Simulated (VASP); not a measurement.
# AlP (F-43m) in VASP: notebook

Runs on AlP. Level: PBE. Tasks: single point.

All numbers are computed with VASP 6.6.1; they aren't measurements. Logs are shortened: lines on timing, memory, paths and dates and some standing lists are left out, and cuts for length are marked.

## 1. The cell of the first run

Symmetry: F-43m, No. 216, cubic system. The conventional cell has a = 5.507 Å, b = 5.507 Å, c = 5.507 Å, α = 90.00°, β = 90.00°, γ = 90.00°. Within 3.2 Å of Al (site symmetry -43m) lie 4 P at 2.38 Å. P (site symmetry -43m) has 4 Al at 2.38 Å within 3.2 Å.

## 2. Single point, PBE

INCAR

```
SYSTEM = AlP
PREC     = Accurate       ! precision mode
ENCUT    = 500            ! plane-wave cutoff, eV
EDIFF    = 1E-6           ! SCF threshold, eV
ISMEAR   = 0              ! smearing method
SIGMA    = 0.02           ! smearing width, eV
LREAL    = .False.        ! projectors in reciprocal space
LASPH    = .True.         ! aspherical terms in the spheres
NELM     = 120            ! most SCF steps
ALGO     = Normal         ! electronic algorithm
ISIF     = 2              ! what is computed and relaxed
LWAVE    = .False.        ! write WAVECAR
LCHARG   = .False.        ! write CHGCAR
GGA      = PE             ! functional
NBANDS   = 11             ! bands
GGA_COMPAT= .False.
```

KPOINTS

```
Automatic mesh
0
Gamma
  8 8 8
  0 0 0
```

POSCAR

```
AlP
1.0
    0.0000000000      2.7536744973      2.7536744973
    2.7536744973      0.0000000000      2.7536744973
    2.7536744973      2.7536744973      0.0000000000
Al P
1 1
Direct
    0.0000000000      0.0000000000      0.0000000000
    0.2500000000      0.2500000000      0.2500000000
```

Potentials or basis: VASP PAW PBE potentials, release 64 (Al, P).

On the command line:

```
> cat potpaw_PBE.64/Al/POTCAR potpaw_PBE.64/P/POTCAR > POTCAR
> mpirun -np 1 vasp_std > vasp.out
```

OUTCAR:

```text
SYSTEM = AlP
   PREC = Accurate
   ENCUT = 500
   EDIFF = 1E-6
   ISMEAR = 0
   LREAL = .False.
   LASPH = .True.
   NELM = 120
   ISIF = 2
   GGA = PE

 ion  position               nearest neighbor table
   1  0.000  0.000  0.000-   2 2.38   2 2.38   2 2.38   2 2.38
   2  0.250  0.250  0.250-   1 2.38   1 2.38   1 2.38   1 2.38

  LATTYP: Found a face centered cubic cell.
 ALAT       =     5.5073489946

  Lattice vectors:

 A1 = (   0.0000000000,   2.7536744973,   2.7536744973)
 A2 = (   2.7536744973,   0.0000000000,   2.7536744973)
 A3 = (   2.7536744973,   2.7536744973,   0.0000000000)

Analysis of symmetry for initial positions (statically):
=====================================================================
 Subroutine PRICEL returns:
 Original cell was already a primitive cell.

 Routine SETGRP: Setting up the symmetry group for a
 face centered cubic supercell.

 Subroutine GETGRP returns: Found 24 space group operations
 (whereof 24 operations were pure point group operations)
 out of a pool of 48 trial point group operations.

The static configuration has the point symmetry T_d .

Analysis of symmetry for dynamics (positions and initial velocities):
=====================================================================
 Subroutine PRICEL returns:
 Original cell was already a primitive cell.

 Routine SETGRP: Setting up the symmetry group for a
 face centered cubic supercell.

 Subroutine GETGRP returns: Found 24 space group operations
 (whereof 24 operations were pure point group operations)
 out of a pool of 48 trial point group operations.

The dynamic configuration has the point symmetry T_d .

 Subroutine INISYM returns: Found 24 space group operations
 (whereof 24 operations are pure point group operations),
 and found     1 'primitive' translations

----------------------------------------------------------------------------------------

                                     Primitive cell

  volume of cell :      41.7607

  direct lattice vectors                    reciprocal lattice vectors
     0.000000000  2.753674497  2.753674497    -0.181575564  0.181575564  0.181575564
     2.753674497  0.000000000  2.753674497     0.181575564 -0.181575564  0.181575564
     2.753674497  2.753674497  0.000000000     0.181575564  0.181575564 -0.181575564

  length of vectors
     3.894283820  3.894283820  3.894283820     0.314498102  0.314498102  0.314498102

  position of ions in fractional coordinates (direct lattice)
     0.000000000  0.000000000  0.000000000
     0.250000000  0.250000000  0.250000000

  ion indices of the primitive-cell ions
   primitive index   ion index
                 1           1
                 2           2

----------------------------------------------------------------------------------------

 KPOINTS: Automatic mesh

Automatic generation of k-mesh.
 Grid dimensions read from file:
 generate k-points for:    8    8    8

 Generating k-lattice:

  Cartesian coordinates                     Fractional coordinates (reciprocal lattice)
    -0.022696946  0.022696946  0.022696946     0.125000000  0.000000000  0.000000000
     0.022696946 -0.022696946  0.022696946     0.000000000  0.125000000  0.000000000
     0.022696946  0.022696946 -0.022696946     0.000000000  0.000000000  0.125000000

  Length of vectors
     0.039312263  0.039312263  0.039312263

  Shift w.r.t. Gamma in fractional coordinates (k-lattice)
     0.000000000  0.000000000  0.000000000

 Subroutine IBZKPT returns following result:
 ===========================================

 Found     29 irreducible k-points:

 Following reciprocal coordinates:
            Coordinates               Weight
  0.000000  0.000000  0.000000      1.000000
  0.125000  0.000000  0.000000      8.000000
  0.250000  0.000000  0.000000      8.000000
  0.375000  0.000000  0.000000      8.000000
  0.500000  0.000000  0.000000      4.000000
  0.125000  0.125000  0.000000      6.000000
[... 16 lines left out ...]
  0.500000  0.250000  0.125000     48.000000
 -0.375000  0.250000  0.125000     24.000000
 [... further k-points ...]
   k-points           NKPTS =     29   k-points in BZ     NKDIM =     29   number of bands    NBANDS=     11
   number of dos      NEDOS =    301   number of ions     NIONS =      2
   total plane-waves  NPLWV =  21952
   dimension x,y,z NGX =    28 NGY =   28 NGZ =   28
   dimension x,y,z NGXF=    56 NGYF=   56 NGZF=   56
   ions per type =               1   1
   NGX,Y,Z   is equivalent  to a cutoff of  11.95, 11.95, 11.95 a.u.
   NGXF,Y,Z  is equivalent  to a cutoff of  23.91, 23.91, 23.91 a.u.
 SYSTEM =  AlP
   PREC   = accura    normal or accurate (medium, high low for compatibility)
   ISTART =      0    job   : 0-new  1-cont  2-samecut
   ICHARG =      2    charge: 1-file 2-atom 10-const
   ISPIN  =      1    spin polarized calculation?
   LNONCOLLINEAR =      F non collinear calculations
   LSORBIT =      F    spin-orbit coupling
   LASPH  =      T    aspherical Exc in radial PAW
   ENCUT  =  500.0 eV  36.75 Ry    6.06 a.u.   7.10  7.10  7.10*2*pi/ulx,y,z
   NELM   =    120;   NELMIN=  2; NELMDL= -5     # of ELM steps
   EDIFF  = 0.1E-05   stopping-criterion for ELM
   LREAL  =      F    real-space projection
   EDIFFG = 0.1E-04   stopping-criterion for IOM
   NSW    =      0    number of steps for IOM
   IBRION =     -1    ionic relax: 0-MD 1-quasi-New 2-CG
   NFREE  =      0    steps in history (QN), initial steepest desc. (CG)
   ISIF   =      2    stress and relaxation
   ISYM   =      2    0-nonsym 1-usesym 2-fastsym
   POTIM  = 0.5000    time-step for ionic-motion
   TEBEG  =    0.0;   TEEND  =   0.0 temperature during run
   PSTRESS=    0.0 pullay stress
   NELECT =       8.0000    total number of electrons
   NUPDOWN=      -1.0000    fix difference up-down
   EMIN   =  10.00;   EMAX   =-10.00  energy-range for DOS
   EFERMI =   0.00;   METHOD = LEGACY
   ISMEAR =     0;   SIGMA  =   0.02  broadening in eV -4-tet -1-fermi 0-gaus
   EFERMI_NEDOS =   21; number of points for ismear=-14 and -15
   IALGO  =     38    algorithm
   IMIX   =      4    mixing-type and parameters
     AMIX     =   0.40;   BMIX     =  1.00
     AMIX_MAG =   1.60;   BMIX_MAG =  1.00
  volume/ion in A,a.u.               =      20.88       140.91
  Fermi-wavevector in a.u.,A,eV,Ry     =   0.943732  1.783396 12.117770  0.890631
  Thomas-Fermi vector in A             =   2.071469
   LORBIT       =      0    0 simple, 1 ext, 2 COOP (PROOUT), +10 PAW based schemes
   GGA     = PE    functional components
   LHFCALC =     F    Hartree Fock is set to
   AEXX    =    0.0000 exact exchange contribution
   IVDW    =     0    specifies the selected vdW correction
   LEPSILON=     F    determine dielectric tensor
   LRPA    =     F    only Hartree local field effects (RPA)
 non-spin polarized calculation
 Gauss-broadening in eV      SIGMA  =   0.02
  energy-cutoff  :      500.00
  volume of cell :       41.76
 maximum number of plane-waves:      1069
   NGX = 15   NGY = 15   NGZ = 15

 number of electron       8.0000001 magnetization

 Free energy of the ion-electron system (eV)
  ---------------------------------------------------
  ext. energy  EPLUGINS =         0.00000000
  ---------------------------------------------------
  free energy    TOTEN  =       -10.37677433 eV

  energy without entropy =      -10.37677433  energy(sigma->0) =      -10.37677433

 E-fermi :   4.4619     XC(G=0):  -9.1085

 val. band max:        4.3459720203   @ k =   0.0000   0.0000   0.0000
 cond. band min:       5.9755773047   @ k =   0.5000   0.5000   0.0000
 fundamental gap:      1.6296052844
 Fermi energy:         4.4619432421

 k-point     1 :       0.0000    0.0000    0.0000
  band No.  band energies     occupation
      1      -7.0127      2.00000
      2       4.3460      2.00000
      3       4.3460      2.00000
      4       4.3460      2.00000
      5       7.4311      0.00000
      6       8.8711      0.00000
      7       8.8711      0.00000
      8       8.8711      0.00000
      9      13.1510      0.00000
     10      13.1510      0.00000
     11      14.4576      0.00000

 k-point     2 :       0.1250    0.0000    0.0000
  band No.  band energies     occupation
      1      -6.8454      2.00000
      2       3.1308      2.00000
      3       4.2014      2.00000
      4       4.2014      2.00000
      5       7.9043      0.00000
      6       9.1477      0.00000
      7       9.1477      0.00000
      8       9.3354      0.00000
      9      12.6724      0.00000
     10      12.6724      0.00000
     11      15.1087      0.00000

 k-point     3 :       0.2500    0.0000    0.0000
  band No.  band energies     occupation
      1      -6.3758      2.00000
      2       1.2186      2.00000
      3       3.9132      2.00000
      4       3.9132      2.00000
      5       7.5686      0.00000
      6       9.4578      0.00000
      7       9.4578      0.00000
      8      11.1166      0.00000
      9      12.6425      0.00000
     10      12.6425      0.00000
     11      14.6200      0.00000

 k-point     4 :       0.3750    0.0000    0.0000
  band No.  band energies     occupation
      1      -5.7487      2.00000
      2      -0.3801      2.00000
      3       3.6819      2.00000
      4       3.6819      2.00000
      5       7.1988      0.00000
      6       9.2919      0.00000
      7       9.2919      0.00000
      8      12.4064      0.00000
      9      13.9944      0.00000
     10      13.9944      0.00000
     11      14.8157      0.00000

 k-point     5 :       0.5000    0.0000    0.0000
  band No.  band energies     occupation
      1      -5.3969      2.00000
      2      -1.0676      2.00000
      3       3.5978      2.00000
      4       3.5978      2.00000
      5       7.0642      0.00000
      6       9.1578      0.00000
      7       9.1578      0.00000
      8      12.5481      0.00000
      9      15.7946      0.00000
     10      15.7946      0.00000
     11      15.9701      0.00000
[... 211 lines left out ...]
 k-point    21 :       0.5000    0.5000    0.0000
  band No.  band energies     occupation
      1      -4.7599      2.00000
      2      -0.8750      2.00000
      3       2.2964      2.00000
      4       2.2964      2.00000
      5       5.9756      0.00000
      6       6.8208      0.00000
      7      15.1955      0.00000
      8      15.1955      0.00000
      9      16.1241      0.00000
     10      16.3336      0.00000
     11      16.3336      0.00000

 k-point    22 :       0.3750    0.2500    0.1250
  band No.  band energies     occupation
      1      -5.9789      2.00000
      2       0.8858      2.00000
      3       2.5029      2.00000
      4       3.4540      2.00000
      5       8.1766      0.00000
      6       9.0799      0.00000
      7       9.7650      0.00000
      8      11.0727      0.00000
      9      12.6017      0.00000
     10      15.0159      0.00000
     11      17.0765      0.00000

 k-point    23 :       0.5000    0.2500    0.1250
  band No.  band energies     occupation
      1      -5.4061      2.00000
      2      -0.1908      2.00000
      3       1.9464      2.00000
      4       3.0837      2.00000
      5       8.2712      0.00000
      6       9.0940      0.00000
      7      10.3159      0.00000
      8      11.3783      0.00000
      9      13.7132      0.00000
     10      15.5424      0.00000
     11      17.0384      0.00000

 k-point    24 :      -0.3750    0.2500    0.1250
  band No.  band energies     occupation
      1      -5.0956      2.00000
      2      -0.7275      2.00000
      3       1.8112      2.00000
      4       2.9029      2.00000
      5       8.2650      0.00000
      6       8.8427      0.00000
      7      11.1512      0.00000
      8      11.9662      0.00000
      9      13.2296      0.00000
     10      15.7006      0.00000
     11      16.9062      0.00000

 [... further k-points ...]

------------------------ aborting loop because EDIFF is reached ----------------------------------------

  FORCE on cell =-STRESS in cart. coord.  units (eV):
  Direction    XX          YY          ZZ          XY          YZ          ZX
  --------------------------------------------------------------------------------------
  -------------------------------------------------------------------------------------
  Total       -0.0190132     -0.0190132     -0.0190132     -0.0000000      0.0000000     -0.0000000
  in kB       -0.7294529     -0.7294529     -0.7294529     -0.0000000      0.0000000     -0.0000000
  external PRESSURE =      -0.7294529 kB  Pullay stress =       0.0000000 kB

 VOLUME and BASIS-vectors are now :
 -----------------------------------------------------------------------------
  energy-cutoff  :      500.00
  volume of cell :       41.76
      direct lattice vectors                 reciprocal lattice vectors
     0.000000000  2.753674497  2.753674497    -0.181575564  0.181575564  0.181575564
     2.753674497  0.000000000  2.753674497     0.181575564 -0.181575564  0.181575564
     2.753674497  2.753674497  0.000000000     0.181575564  0.181575564 -0.181575564

 POSITION                                       TOTAL-FORCE (eV/Angst)
 -----------------------------------------------------------------------------------
      0.00000      0.00000      0.00000        -0.000000     -0.000000     -0.000000
      1.37684      1.37684      1.37684         0.000000      0.000000      0.000000
 -----------------------------------------------------------------------------------
    total drift:                               -0.000000     -0.000000     -0.000000

  FREE ENERGIE OF THE ION-ELECTRON SYSTEM (eV)
  ---------------------------------------------------
  free  energy   TOTEN  =       -10.3767743292 eV

  energy  without entropy=      -10.3767743292  energy(sigma->0) =      -10.37677433
```

It took 12 s on 1 thread of Intel Xeon 8259CL, shared host; peak memory 0.15 GiB.

Results:

* Free energy: -10.3768 eV
* Pressure: -0.1 GPa
* Band gap on the k mesh: 1.63 eV (least direct gap 3.09 eV)

Levels at points of the mesh, in eV from the valence-band top:
| k point | band 1 | band 2 | band 3 | band 4 | band 5 | band 6 | band 7 | band 8 | band 9 |
| --- | --- | --- | --- | --- | --- | --- | --- | --- | --- |
| (0.00, 0.00, 0.00) | -11.36 | 0.00 | 0.00 | 0.00 | 3.09 | 4.53 | 4.53 | 4.53 | 8.80 |
| (0.50, 0.00, 0.00) | -9.74 | -5.41 | -0.75 | -0.75 | 2.72 | 4.81 | 4.81 | 8.20 | 11.45 |
| (0.50, 0.50, 0.00) | -9.11 | -5.22 | -2.05 | -2.05 | 1.63 | 2.47 | 10.85 | 10.85 | 11.78 |

(Continued in part 2 of 2.)
